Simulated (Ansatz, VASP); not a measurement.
## One calculation of AlO, two programs

```xyz
4
Lattice="2.9741 0.0000 0.0000 -1.4871 2.5757 0.0000 0.0000 0.0000 7.6187" Properties=species:S:1:pos:R:3 pbc="T T T"
Al    0.0000    0.0000    5.1234
Al    0.0000    0.0000    2.4953
O     0.0000    1.7171    5.7872
O     1.4871    0.8586    1.8315
```

Change from the starting cell: ordered vacancies on the anion sites of cadmium iodide (P-3m1, No. 164).

Alike in both runs: functional PBE; k mesh 6 × 6 × 2; occupations gaussian, width 0.1 eV; no spin polarisation.

Ansatz relaxed the structure, and its values are those at the end. VASP's run is a single point on that final structure, the one shown.

|  | VASP | Ansatz |
| --- | --- | --- |
| version | VASP 6.6.1 | Ansatz 0.2.0 |
| potentials or method | VASP PAW PBE potentials, release 64 (Al, O), cutoff 520 eV | scalar-relativistic, plane waves, PAW |
| valence electrons in the cell | 18 | 18 |

Ansatz gave:

```
gap on the k mesh at the Fermi level (eV) : 1.09
least direct gap on the mesh (eV)         : 1.79
pressure (GPa)                            : 0.0
rms of the force components (eV/Å)        : 0.003
```

What did VASP give for the same quantities?

gap on the k mesh at the Fermi level (eV): 1.10; least direct gap on the mesh (eV): 1.79; pressure (GPa): 0.0; rms of the force components (eV/Å): 0.014.
